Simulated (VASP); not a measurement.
# MgH2 (P4_2/mnm) in VASP: settings compared

The runs below take MgH2 through single point, with PBE, r2SCAN.

Everything below comes from runs of VASP 6.6.1. Logs are shortened: lines on timing, memory, paths and dates and some standing lists are left out, and cuts for length are marked.

### 1 The cell of the first run

It takes space group P4_2/mnm (No. 136, tetragonal). Conventional cell: a = 4.561 Å, b = 4.561 Å, c = 3.043 Å, α = 90.00°, β = 90.00°, γ = 90.00°. Within 2.6 Å of Mg (site symmetry mmm) lie 6 H at 1.96 to 1.98 Å. H (site symmetry m2m) has 3 Mg at 1.96 to 1.98 Å and 1 H at 2.52 Å within 2.6 Å.

### 2 Single point, PBE (volume changed by +3%)

INCAR reads:

```
SYSTEM = MgH2
PREC = Accurate ; ENCUT = 520
EDIFF = 1E-7 ; ISMEAR = 0
SIGMA = 0.01 ; LREAL = .FALSE.
LASPH = .TRUE. ; NELM = 60
ALGO = Normal ; ISIF = 2
LWAVE = .FALSE. ; LCHARG = .FALSE.
GGA = PE ; NBANDS = 13
```

KPOINTS reads:

```
Automatic mesh
0
G
  6 6 8
  0 0 0
```

POSCAR reads:

```
MgH2
1.0
    4.5608786448      0.0000000000      0.0000000000
    0.0000000000      4.5608786448      0.0000000000
    0.0000000000      0.0000000000      3.0425099911
Mg H
2 4
Direct
    0.0000000000      0.0000000000      0.0000000000
    0.5000000000      0.5000000000      0.5000000000
    0.3044145892      0.3044145892      0.0000000000
    0.1955854108      0.8044145892      0.5000000000
    0.8044145892      0.1955854108      0.5000000000
    0.6955854108      0.6955854108      0.0000000000
```

Potentials or basis: VASP PAW PBE potentials, release 64 (Mg, H).

Launch:

```
cat potpaw_PBE.64/Mg/POTCAR potpaw_PBE.64/H/POTCAR > POTCAR
mpirun -np 1 vasp_std > vasp.out
```

OUTCAR:

```text
SYSTEM = MgH2
   PREC = Accurate
   ENCUT = 520
   EDIFF = 1E-7
   ISMEAR = 0
   LREAL = .FALSE.
   LASPH = .TRUE.
   NELM = 60
   ISIF = 2
   GGA = PE

 ion  position               nearest neighbor table
   1  0.000  0.000  0.000-   3 1.96   6 1.96   5 1.98   4 1.98   4 1.98   5 1.98   2 3.57   2 3.57
                             2 3.57   2 3.57   2 3.57   2 3.57   2 3.57   2 3.57
   2  0.500  0.500  0.500-   4 1.96   5 1.96   3 1.98   6 1.98   3 1.98   6 1.98   1 3.57   1 3.57
                             1 3.57   1 3.57   1 3.57   1 3.57   1 3.57   1 3.57
   3  0.304  0.304  0.000-   1 1.96   2 1.98   2 1.98
   4  0.196  0.804  0.500-   2 1.96   1 1.98   1 1.98
   5  0.804  0.196  0.500-   2 1.96   1 1.98   1 1.98
   6  0.696  0.696  0.000-   1 1.96   2 1.98   2 1.98

  LATTYP: Found a simple tetragonal cell.
 ALAT       =     4.5608786448
 C/A-ratio  =     0.6670885652

  Lattice vectors:

 A1 = (   4.5608786448,   0.0000000000,   0.0000000000)
 A2 = (   0.0000000000,   4.5608786448,   0.0000000000)
 A3 = (   0.0000000000,   0.0000000000,   3.0425099911)

Analysis of symmetry for initial positions (statically):
=====================================================================
 Subroutine PRICEL returns:
 Original cell was already a primitive cell.

 Routine SETGRP: Setting up the symmetry group for a
 simple tetragonal supercell.

 Subroutine GETGRP returns: Found 16 space group operations
 (whereof  8 operations were pure point group operations)
 out of a pool of 16 trial point group operations.

The static configuration has the point symmetry D_2h.
 The point group associated with its full space group is D_4h.

Analysis of symmetry for dynamics (positions and initial velocities):
=====================================================================
 Subroutine PRICEL returns:
 Original cell was already a primitive cell.

 Routine SETGRP: Setting up the symmetry group for a
 simple tetragonal supercell.

 Subroutine GETGRP returns: Found 16 space group operations
 (whereof  8 operations were pure point group operations)
 out of a pool of 16 trial point group operations.

The dynamic configuration has the point symmetry D_2h.
 The point group associated with its full space group is D_4h.

 Subroutine INISYM returns: Found 16 space group operations
 (whereof  8 operations are pure point group operations),
 and found     1 'primitive' translations

----------------------------------------------------------------------------------------

                                     Primitive cell

  volume of cell :      63.2891

  direct lattice vectors                    reciprocal lattice vectors
     4.560878645  0.000000000  0.000000000     0.219255998  0.000000000  0.000000000
     0.000000000  4.560878645  0.000000000     0.000000000  0.219255998  0.000000000
     0.000000000  0.000000000  3.042509991     0.000000000  0.000000000  0.328675995

  length of vectors
     4.560878645  4.560878645  3.042509991     0.219255998  0.219255998  0.328675995

  position of ions in fractional coordinates (direct lattice)
     0.000000000  0.000000000  0.000000000
     0.500000000  0.500000000  0.500000000
     0.304414589  0.304414589  0.000000000
     0.195585411  0.804414589  0.500000000
     0.804414589  0.195585411  0.500000000
     0.695585411  0.695585411  0.000000000

  ion indices of the primitive-cell ions
   primitive index   ion index
                 1           1
                 2           2
                 3           3
                 4           4
                 5           5
                 6           6

----------------------------------------------------------------------------------------

 KPOINTS: Automatic mesh

Automatic generation of k-mesh.
 Grid dimensions read from file:
 generate k-points for:    6    6    8

 Generating k-lattice:

  Cartesian coordinates                     Fractional coordinates (reciprocal lattice)
     0.036542666  0.000000000  0.000000000     0.166666667  0.000000000  0.000000000
     0.000000000  0.036542666  0.000000000     0.000000000  0.166666667  0.000000000
     0.000000000  0.000000000  0.041084499     0.000000000  0.000000000  0.125000000

  Length of vectors
     0.036542666  0.036542666  0.041084499

  Shift w.r.t. Gamma in fractional coordinates (k-lattice)
     0.000000000  0.000000000  0.000000000

 Subroutine IBZKPT returns following result:
 ===========================================

 Found     50 irreducible k-points:

 Following reciprocal coordinates:
            Coordinates               Weight
  0.000000  0.000000  0.000000      1.000000
  0.166667  0.000000  0.000000      4.000000
  0.333333  0.000000  0.000000      4.000000
  0.500000  0.000000  0.000000      2.000000
  0.166667  0.166667  0.000000      4.000000
  0.333333  0.166667  0.000000      8.000000
[... 16 lines left out ...]
  0.333333  0.000000  0.250000      8.000000
  0.500000  0.000000  0.250000      4.000000
 [... further k-points ...]
   k-points           NKPTS =     50   k-points in BZ     NKDIM =     50   number of bands    NBANDS=     13
   number of dos      NEDOS =    301   number of ions     NIONS =      6
   total plane-waves  NPLWV =  31104
   dimension x,y,z NGX =    36 NGY =   36 NGZ =   24
   dimension x,y,z NGXF=    72 NGYF=   72 NGZF=   48
   ions per type =               2   4
   NGX,Y,Z   is equivalent  to a cutoff of  13.12, 13.12, 13.11 a.u.
   NGXF,Y,Z  is equivalent  to a cutoff of  26.24, 26.24, 26.23 a.u.
 SYSTEM =  MgH2
   PREC   = accura    normal or accurate (medium, high low for compatibility)
   ISTART =      0    job   : 0-new  1-cont  2-samecut
   ICHARG =      2    charge: 1-file 2-atom 10-const
   ISPIN  =      1    spin polarized calculation?
   LNONCOLLINEAR =      F non collinear calculations
   LSORBIT =      F    spin-orbit coupling
   LASPH  =      T    aspherical Exc in radial PAW
   ENCUT  =  520.0 eV  38.22 Ry    6.18 a.u.   8.48  8.48  5.66*2*pi/ulx,y,z
   NELM   =     60;   NELMIN=  2; NELMDL= -5     # of ELM steps
   EDIFF  = 0.1E-06   stopping-criterion for ELM
   LREAL  =      F    real-space projection
   EDIFFG = 0.1E-05   stopping-criterion for IOM
   NSW    =      0    number of steps for IOM
   IBRION =     -1    ionic relax: 0-MD 1-quasi-New 2-CG
   NFREE  =      0    steps in history (QN), initial steepest desc. (CG)
   ISIF   =      2    stress and relaxation
   ISYM   =      2    0-nonsym 1-usesym 2-fastsym
   POTIM  = 0.5000    time-step for ionic-motion
   TEBEG  =    0.0;   TEEND  =   0.0 temperature during run
   PSTRESS=    0.0 pullay stress
   NELECT =       8.0000    total number of electrons
   NUPDOWN=      -1.0000    fix difference up-down
   EMIN   =  10.00;   EMAX   =-10.00  energy-range for DOS
   EFERMI =   0.00;   METHOD = LEGACY
   ISMEAR =     0;   SIGMA  =   0.01  broadening in eV -4-tet -1-fermi 0-gaus
   EFERMI_NEDOS =   21; number of points for ismear=-14 and -15
   IALGO  =     38    algorithm
   IMIX   =      4    mixing-type and parameters
     AMIX     =   0.40;   BMIX     =  1.00
     AMIX_MAG =   1.60;   BMIX_MAG =  1.00
  volume/ion in A,a.u.               =      10.55        71.18
  Fermi-wavevector in a.u.,A,eV,Ry     =   0.821603  1.552604  9.184352  0.675031
  Thomas-Fermi vector in A             =   1.932791
   LORBIT       =      0    0 simple, 1 ext, 2 COOP (PROOUT), +10 PAW based schemes
   GGA     = PE    functional components
   LHFCALC =     F    Hartree Fock is set to
   AEXX    =    0.0000 exact exchange contribution
   IVDW    =     0    specifies the selected vdW correction
   LEPSILON=     F    determine dielectric tensor
   LRPA    =     F    only Hartree local field effects (RPA)
 non-spin polarized calculation
 Gauss-broadening in eV      SIGMA  =   0.01
  energy-cutoff  :      520.00
  volume of cell :       63.29
 maximum number of plane-waves:      1720
 NGX is ok and might be reduce to    36
   NGX = 17   NGY = 17   NGZ = 11

 number of electron       8.0000004 magnetization

 Free energy of the ion-electron system (eV)
  ---------------------------------------------------
  ext. energy  EPLUGINS =         0.00000000
  ---------------------------------------------------
  free energy    TOTEN  =       -17.64329270 eV

  energy without entropy =      -17.64329270  energy(sigma->0) =      -17.64329270

 E-fermi :  -0.6917     XC(G=0):  -8.3000

 val. band max:       -0.7357607607   @ k =   0.1667   0.1667   0.1250
 cond. band min:       3.0018084944   @ k =   0.3333   0.3333   0.5000
 fundamental gap:      3.7375692551
 Fermi energy:        -0.6916979653

 k-point     1 :       0.0000    0.0000    0.0000
  band No.  band energies     occupation
      1      -7.0119      2.00000
      2      -2.1507      2.00000
      3      -2.1507      2.00000
      4      -1.1752      2.00000
      5       4.0352      0.00000
      6       4.1646      0.00000
      7       8.2633      0.00000
      8       8.2633      0.00000
      9      10.1175      0.00000
     10      10.3679      0.00000
     11      11.2995      0.00000
     12      14.0302      0.00000
     13      14.0302      0.00000

 k-point     2 :       0.1667    0.0000    0.0000
  band No.  band energies     occupation
      1      -6.8327      2.00000
      2      -3.0156      2.00000
      3      -2.0307      2.00000
      4      -0.8306      2.00000
      5       3.9813      0.00000
      6       4.8141      0.00000
      7       7.0857      0.00000
      8       8.7069      0.00000
      9      10.5359      0.00000
     10      11.4467      0.00000
     11      11.8139      0.00000
[... 339 lines left out ...]
 k-point    24 :       0.5000    0.0000    0.2500
  band No.  band energies     occupation
      1      -4.6065      2.00000
      2      -4.6065      2.00000
      3      -1.0329      2.00000
      4      -1.0329      2.00000
      5       5.0617      0.00000
      6       5.0617      0.00000
      7       6.4084      0.00000
      8       6.4084      0.00000
      9       8.3793      0.00000
     10       8.3793      0.00000
     11      11.9470      0.00000
     12      11.9470      0.00000
     13      13.4077      0.00000

 [... further k-points ...]

------------------------ aborting loop because EDIFF is reached ----------------------------------------

  FORCE on cell =-STRESS in cart. coord.  units (eV):
  Direction    XX          YY          ZZ          XY          YZ          ZX
  --------------------------------------------------------------------------------------
  -------------------------------------------------------------------------------------
  Total       -0.5902642     -0.5902642     -0.8272343      0.0000000      0.0000000      0.0000000
  in kB      -14.9426613    -14.9426613    -20.9416109      0.0000000      0.0000000      0.0000000
  external PRESSURE =     -16.9423112 kB  Pullay stress =       0.0000000 kB

 VOLUME and BASIS-vectors are now :
 -----------------------------------------------------------------------------
  energy-cutoff  :      520.00
  volume of cell :       63.29
      direct lattice vectors                 reciprocal lattice vectors
     4.560878645  0.000000000  0.000000000     0.219255998  0.000000000  0.000000000
     0.000000000  4.560878645  0.000000000     0.000000000  0.219255998  0.000000000
     0.000000000  0.000000000  3.042509991     0.000000000  0.000000000  0.328675995

 POSITION                                       TOTAL-FORCE (eV/Angst)
 -----------------------------------------------------------------------------------
      0.00000      0.00000      0.00000         0.000000     -0.000000      0.000000
      2.28044      2.28044      1.52125         0.000000     -0.000000      0.000000
      1.38840      1.38840      0.00000         0.006400      0.006400     -0.000000
      0.89204      3.66884      1.52125        -0.006400      0.006400      0.000000
      3.66884      0.89204      1.52125         0.006400     -0.006400      0.000000
      3.17248      3.17248      0.00000        -0.006400     -0.006400      0.000000
 -----------------------------------------------------------------------------------
    total drift:                                0.000000     -0.000000     -0.000000

  FREE ENERGIE OF THE ION-ELECTRON SYSTEM (eV)
  ---------------------------------------------------
  free  energy   TOTEN  =       -17.6432926984 eV

  energy  without entropy=      -17.6432926984  energy(sigma->0) =      -17.64329270
```

Run time: 41 s. Hardware: 1 thread of AMD EPYC 7R13, shared host; peak memory 0.17 GiB.

Results:

```yaml
Free_energy: -17.6433 eV
Pressure: -1.7 GPa
Largest_force: 0.009 eV/Å
Band_gap_on_the_k_mesh: 3.74 eV, indirect (least direct gap 4.45 eV)
```

Forces on the atoms (eV/Å):
```
Mg   0.000  0.000  0.000
Mg   0.000  0.000  0.000
H    0.006  0.006  0.000
H   -0.006  0.006  0.000
H    0.006 -0.006  0.000
H   -0.006 -0.006  0.000
```

Levels at points of the mesh, in eV from the valence-band top:
| k point | band 2 | band 3 | band 4 | band 5 | band 6 | band 7 |
| --- | --- | --- | --- | --- | --- | --- |
| (0.00, 0.00, 0.00) | -1.41 | -1.41 | -0.44 | 4.77 | 4.90 | 9.00 |
| (0.50, 0.00, 0.00) | -4.70 | -0.49 | -0.49 | 5.27 | 5.27 | 9.93 |
| (0.50, 0.50, 0.00) | -3.67 | -2.64 | -2.64 | 8.86 | 8.86 | 9.04 |
| (0.00, 0.00, 0.50) | -2.93 | -0.07 | -0.07 | 6.13 | 6.13 | 6.74 |
| (0.50, 0.00, 0.50) | -2.20 | -1.04 | -1.04 | 5.10 | 5.10 | 6.71 |
| (0.50, 0.50, 0.50) | -1.84 | -0.90 | -0.90 | 3.76 | 3.76 | 4.19 |

 A k mesh can miss the band edges.

### 3 Single point, PBE (volume changed by +6%)

INCAR reads:

```
  ALGO = Normal
  EDIFF = 1E-6
  ENCUT = 520
  GGA = PE
  ISIF = 2
  ISMEAR = 0
  LASPH = T
  LCHARG = F
  LREAL = F
  LWAVE = F
  NBANDS = 13
  NELM = 80
  PREC = Accurate
  SIGMA = 0.01
```

KPOINTS reads:

```
k-points
0
Gamma
  6 6 8
```

Changes to POSCAR since step 2:

```diff
@@ -2,5 +2,5 @@
 1.0
-    4.5608786448      0.0000000000      0.0000000000
-    0.0000000000      4.5608786448      0.0000000000
-    0.0000000000      0.0000000000      3.0425099911
+    4.6047359376      0.0000000000      0.0000000000
+    0.0000000000      4.6047359376      0.0000000000
+    0.0000000000      0.0000000000      3.0717666897
 Mg H
```

Potentials or basis: VASP PAW PBE potentials, release 64 (Mg, H).

Launch:

```
cat potpaw_PBE.64/Mg/POTCAR potpaw_PBE.64/H/POTCAR > POTCAR
mpirun -np 1 vasp_std > vasp.out
```

Wall time 39 s (1 thread of AMD EPYC 7R13, shared host); peak memory 0.17 GiB.

The run converged. Its results:

| Item | Value |
| --- | --- |
| Free energy | -17.6177 eV |
| Pressure | -2.9 GPa |
| Largest force | 0.018 eV/Å |
| Band gap on the k mesh | 3.67 eV, indirect (least direct gap 4.36 eV) |

Forces on the atoms (eV/Å):
```
Mg   0.000  0.000  0.000
Mg   0.000  0.000  0.000
H    0.013  0.013  0.000
H   -0.013  0.013  0.000
H    0.013 -0.013  0.000
H   -0.013 -0.013  0.000
```

Stress tensor (GPa, compression positive):
```
-2.60  0.00  0.00
 0.00 -2.60  0.00
 0.00  0.00 -3.65
```

Levels at points of the mesh, in eV from the valence-band top:
| k point | band 1 | band 2 | band 3 | band 4 | band 5 | band 6 | band 7 | band 8 |
| --- | --- | --- | --- | --- | --- | --- | --- | --- |
| (0.00, 0.00, 0.00) | -6.14 | -1.38 | -1.38 | -0.44 | 4.79 | 4.80 | 8.86 | 8.86 |
| (0.50, 0.00, 0.00) | -4.60 | -4.60 | -0.48 | -0.48 | 5.22 | 5.22 | 9.80 | 9.80 |
| (0.50, 0.50, 0.00) | -3.61 | -3.61 | -2.56 | -2.56 | 8.70 | 8.70 | 8.91 | 8.91 |
| (0.00, 0.00, 0.50) | -2.86 | -2.86 | -0.07 | -0.07 | 5.97 | 5.97 | 6.67 | 6.67 |
| (0.50, 0.00, 0.50) | -2.16 | -2.16 | -1.01 | -1.01 | 5.03 | 5.03 | 6.61 | 6.61 |
| (0.50, 0.50, 0.50) | -1.80 | -1.80 | -0.86 | -0.86 | 3.68 | 3.68 | 4.19 | 4.19 |

 A k mesh can miss the band edges.

### 4 Single point, r2SCAN (volume changed by -6%)

POSCAR reads:

```
MgH2
1.0
    4.3933234668      0.0000000000      0.0000000000
    0.0000000000      4.3933234668      0.0000000000
    0.0000000000      0.0000000000      2.9353057563
Mg H
2 4
Direct
    0.0000000000      0.0000000000      0.0000000000
    0.5000000000      0.5000000000      0.5000000000
    0.3046815063      0.3046815063      0.0000000000
    0.1953184937      0.8046815063      0.5000000000
    0.8046815063      0.1953184937      0.5000000000
    0.6953184937      0.6953184937      0.0000000000
```

INCAR.step1 reads:

```
SYSTEM = MgH2
PREC = Accurate ; ENCUT = 520
ISMEAR = 0 ; SIGMA = 0.01
LREAL = .FALSE. ; LASPH = .TRUE.
NELM = 80 ; NBANDS = 13
GGA = PE ; ALGO = Normal
EDIFF = 1E-4 ; LWAVE = .TRUE.
LCHARG = .FALSE.
```

INCAR.step2 reads:

```
SYSTEM = MgH2
PREC = Accurate ; ENCUT = 520
EDIFF = 1E-7 ; ISMEAR = 0
SIGMA = 0.01 ; LREAL = .FALSE.
LASPH = .TRUE. ; NELM = 80
ALGO = Normal ; ISIF = 2
LWAVE = .FALSE. ; LCHARG = .TRUE.
METAGGA = R2SCAN ; LMIXTAU = .TRUE.
LELF = .TRUE. ; LVHAR = .TRUE.
NBANDS = 13 ; ISTART = 1
```

KPOINTS reads:

```
regular mesh
0
G
  6 6 8
  0 0 0
```

Launch:

```
cat potpaw_PBE.64/Mg/POTCAR potpaw_PBE.64/H/POTCAR > POTCAR
cp INCAR.step1 INCAR
mpirun -np 1 vasp_std > vasp.out
cp INCAR.step2 INCAR
mpirun -np 1 vasp_std > vasp.out
```

It took 2.9 min on 1 thread of AMD EPYC 7R13, shared host; peak memory 0.17 GiB.

Results (log left out):

| Property | Result |
| --- | --- |
| Free energy | -23.6931 eV |
| Pressure | 3.3 GPa |
| Largest force | 0.023 eV/Å |
| Band gap on the k mesh | 4.59 eV, indirect (least direct gap 5.44 eV) |

Forces in eV/Å, atoms in the order of the input:
```
Mg   0.000  0.000  0.000
Mg   0.000  0.000  0.000
H   -0.016 -0.016  0.000
H    0.016 -0.016  0.000
H   -0.016  0.016  0.000
H    0.016  0.016  0.000
```

Stress tensor (GPa, compression positive):
```
2.88 0.00 0.00
0.00 2.88 0.00
0.00 0.00 4.10
```

Levels at points of the mesh, in eV from the valence-band top:
| k point | band 1 | band 2 | band 3 | band 4 | band 5 | band 6 | band 7 | band 8 | band 9 |
| --- | --- | --- | --- | --- | --- | --- | --- | --- | --- |
| (0.00, 0.00, 0.00) | -6.91 | -1.54 | -1.54 | -0.39 | 5.20 | 5.99 | 10.31 | 10.31 | 12.15 |
| (0.50, 0.00, 0.00) | -5.15 | -5.15 | -0.54 | -0.54 | 6.13 | 6.13 | 11.21 | 11.21 | 13.44 |
| (0.50, 0.50, 0.00) | -3.95 | -3.95 | -2.94 | -2.94 | 10.24 | 10.24 | 10.26 | 10.26 | 14.82 |
| (0.00, 0.00, 0.50) | -3.23 | -3.23 | -0.11 | -0.11 | 7.52 | 7.52 | 7.71 | 7.71 | 9.70 |
| (0.50, 0.00, 0.50) | -2.45 | -2.45 | -1.13 | -1.13 | 5.96 | 5.96 | 7.75 | 7.75 | 9.80 |
| (0.50, 0.50, 0.50) | -2.02 | -2.02 | -1.05 | -1.05 | 4.75 | 4.75 | 4.78 | 4.78 | 14.65 |

Caveat: the PAW data sets were made with another functional, which shifts forces and pressure a little. A k mesh can miss the band edges.

(Continued in part 2 of 2.)
